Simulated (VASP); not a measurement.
**KBr: single point with LDA**

Crystal: KBr.

```
K Br
1.0
     0.00000    3.18563    3.18563
     3.18563    0.00000    3.18563
     3.18563    3.18563    0.00000
K Br
1 1
Direct
  0.00000 0.00000 0.00000
  0.50000 0.50000 0.50000
```

```
Program             : VASP 6.6.1
Task                : single point
Functional          : LDA
Potentials or basis : VASP PAW LDA potentials, release 64 (K_sv, Br)
Cutoff              : 520 eV
k mesh              : 6 × 6 × 6
Occupations         : gaussian, width 0.02 eV
Spin                : no spin polarisation
```

```json
{
 "Pressure": "0.1 GPa",
 "Band gap on the k mesh": "4.33 eV, direct"
}
```

Levels at points of the mesh, in eV from the valence-band top:
```tsv
k point	band 4	band 5	band 6	band 7	band 8	band 9	band 10	band 11	band 12	band 13
(0.00, 0.00, 0.00)	-10.94	-10.94	0.00	0.00	0.00	4.33	7.34	7.34	7.34	8.29
(0.50, 0.00, 0.00)	-10.94	-10.64	-1.48	-0.45	-0.45	6.47	8.31	9.79	9.79	10.17
(0.50, 0.50, 0.00)	-11.00	-11.00	-0.97	-0.34	-0.34	5.41	7.26	9.36	9.74	9.85
```

Wall time 6 s on 1 thread of Intel(R) Xeon(R) 6975P-C (Granite Rapids) (shared host), peak memory 0.17 GiB.

LDA gaps usually lie below the measured ones, often by a third to a half.
